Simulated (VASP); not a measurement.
Set up this calculation in VASP 6.6.1, as the native input.

```yaml
Task: single point
Functional: PBE
Potentials_or_basis: VASP PAW PBE potentials, release 64 (Pt, S)
Cutoff: 520 eV
k_mesh: 18 × 18 × 4
Occupations: gaussian, width 0.1 eV
Spin: no spin polarisation
Dipole_correction: no
Further_INCAR_settings: ALGO = Normal; EDIFF = 1e-06; NBANDS = 18
```

The structure of PtS2 lies in POSCAR:

```
PtS2
1.0
    3.0203984199      0.0000000000      0.0000000000
   -1.5101992100      2.6157417612      0.0000000000
    0.0000000000      0.0000000000     15.5948668428
Pt S
1 2
Direct
    0.3333333300      0.6666666700      0.0000000000
    0.6666666700      0.3333333300      0.9123347223
    0.6666666700      0.3333333300      0.0876652777
```

This cell differs from its parent crystal: W replaced by Pt, lengths x 0.958, strained.

The input as run:

INCAR

```
PREC = Accurate ; ENCUT = 520
EDIFF = 1E-6 ; ISMEAR = 0
SIGMA = 0.1 ; LREAL = False
LASPH = True ; NELM = 80
ALGO = Normal ; ISIF = 2
LWAVE = False ; LCHARG = False
GGA = PE ; NBANDS = 18
```

KPOINTS

```
regular mesh
0
Gamma
  18 18 4
```

Potentials or basis: VASP PAW PBE potentials, release 64 (Pt, S).

Run with:

```bash
$ cat potpaw_PBE.64/Pt/POTCAR potpaw_PBE.64/S/POTCAR > POTCAR
$ mpirun -np 1 vasp_std > vasp.out
```

Results of the run:

| Item | Value |
| --- | --- |
| Largest force | 6.204 eV/Å |
| Band gap on the k mesh | zero (bands 11 and 12 overlap by 1.16 eV) |

Caveat: the cell differs from its parent crystal (W replaced by Pt, lengths x 0.958, strained); spin-orbit coupling is left out, which moves the levels of the heavy elements.

Run time: 2.8 min on 1 thread of Intel(R) Xeon(R) Platinum 8488C (Sapphire Rapids), on a shared host, peak memory 0.4 GiB.
